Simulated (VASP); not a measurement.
A run of VASP 6.6.1 is set up as follows.

The input POSCAR:

```
HfN
1.0
    0.0000000000      2.1005512509      2.1005512509
    2.1005512509      0.0000000000      2.1005512509
    2.1005512509      2.1005512509      0.0000000000
Hf N
1 1
Direct
    0.0000000000      0.0000000000      0.0000000000
    0.5000000000      0.5000000000      0.5000000000
```

INCAR.step1

```
SYSTEM = HfN
  ALGO = Normal
  EDIFF = 1E-4
  ENCUT = 520
  GGA = PE
  ISMEAR = -1
  LASPH = .True.
  LCHARG = .False.
  LREAL = .False.
  LWAVE = .True.
  NBANDS = 14
  NELM = 80
  PREC = Accurate
  SIGMA = 0.1
```

File INCAR.step2:

```
SYSTEM = HfN
  ALGO = Normal
  EDIFF = 1E-6
  ENCUT = 520
  ISIF = 2
  ISMEAR = -1
  ISTART = 1
  LASPH = .True.
  LCHARG = .False.
  LMIXTAU = .True.
  LREAL = .False.
  LWAVE = .False.
  METAGGA = R2SCAN
  NBANDS = 14
  NELM = 80
  PREC = Accurate
  SIGMA = 0.1
```

Contents of KPOINTS:

```
k-points
0
Gamma
  15 15 15
  0 0 0
```

Potentials or basis: VASP PAW PBE potentials, release 64 (Hf_pv, N).

The run is started by

```sh
$ cat potpaw_PBE.64/Hf_pv/POTCAR potpaw_PBE.64/N/POTCAR > POTCAR
$ cp INCAR.step1 INCAR
$ mpirun -np 1 vasp_std > vasp.out
$ cp INCAR.step2 INCAR
$ mpirun -np 1 vasp_std > vasp.out
```

Q: Predict the pressure.

A: 98.2 GPa.

Q: Estimate the band gap on the k mesh.

A: Zero (an odd number of electrons rules out a gap without spin polarisation).

Caveat: the cell stands under pressure; the PAW data sets were made with another functional, which shifts forces and pressure a little; spin-orbit coupling is left out, which moves the levels of the heavy elements.
